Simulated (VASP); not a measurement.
Wanted: the native input for a VASP 6.6.1 run.

```yaml
Task: single point
Functional: PBE
Dispersion: D3(BJ)
Potentials_or_basis: VASP PAW PBE potentials, release 64 (Sn_d, O)
Cutoff: 520 eV
k_mesh: 12 × 12 × 4
Occupations: gaussian, width 0.05 eV
Spin: no spin polarisation
Dipole_correction: no
Further_INCAR_settings: ALGO = Normal; EDIFF = 1e-07; NBANDS = 35
```

The structure of SnO2 lies in POSCAR:

```
SnO2
1.0
    3.2115702651      0.0000000000      0.0000000000
   -1.6057851326      2.7813014356      0.0000000000
    0.0000000000      0.0000000000     10.3427560363
Sn O
2 4
Direct
    0.0567693359      0.1135386717      0.5167128904
    0.0000000000      0.0000000000      0.0000000000
    0.6666666667      0.3333333333      0.4018666787
    0.6666666667      0.3333333333      0.0981333213
    0.3333333333      0.6666666667      0.5981333213
    0.3333333333      0.6666666667      0.9018666787
```

This cell differs from its parent crystal: atom 1 (Sn) moved -0.360 Å towards its neighbour atom 3 (O) at 2.114 Å.

These files were run (other wordings do the same):

INCAR

```
SYSTEM = SnO2
PREC     = Accurate       ! precision mode
ENCUT    = 520            ! plane-wave cutoff, eV
EDIFF    = 1E-7           ! SCF threshold, eV
ISMEAR   = 0              ! smearing method
SIGMA    = 0.05           ! smearing width, eV
LREAL    = .FALSE.        ! projectors in reciprocal space
LASPH    = .TRUE.         ! aspherical terms in the spheres
NELM     = 100            ! most SCF steps
ALGO     = Normal         ! electronic algorithm
ISIF     = 2              ! what is computed and relaxed
LWAVE    = .FALSE.        ! write WAVECAR
LCHARG   = .FALSE.        ! write CHGCAR
GGA      = PE             ! functional
IVDW     = 12             ! dispersion correction
NBANDS   = 35             ! bands
```

KPOINTS

```
regular mesh
0
G
  12 12 4
  0 0 0
```

Potentials or basis: VASP PAW PBE potentials, release 64 (Sn_d, O).

Command:

```bash
$ cat potpaw_PBE.64/Sn_d/POTCAR potpaw_PBE.64/O/POTCAR > POTCAR
$ mpirun -np 1 vasp_std > vasp.out
```

Results of the run:

```json
{"Pressure": "7.1 GPa", "Largest force": "9.820 eV/Å", "Band gap on the k mesh": "1.74 eV, direct", "Dispersion energy per atom": "-0.165 eV"}
```

Caveat: the cell differs from its parent crystal (atom 1 (Sn) moved -0.360 Å towards its neighbour atom 3 (O) at 2.114 Å); spin-orbit coupling is left out, which moves the levels of the heavy elements; forces of over 1 eV/Å act on the atoms, so gaps and moduli don't describe the material at rest.

It took 6.7 min on 1 thread of Intel(R) Xeon(R) Platinum 8375C CPU @ 2.90GHz (Ice Lake) (shared host), peak memory 0.5 GiB.
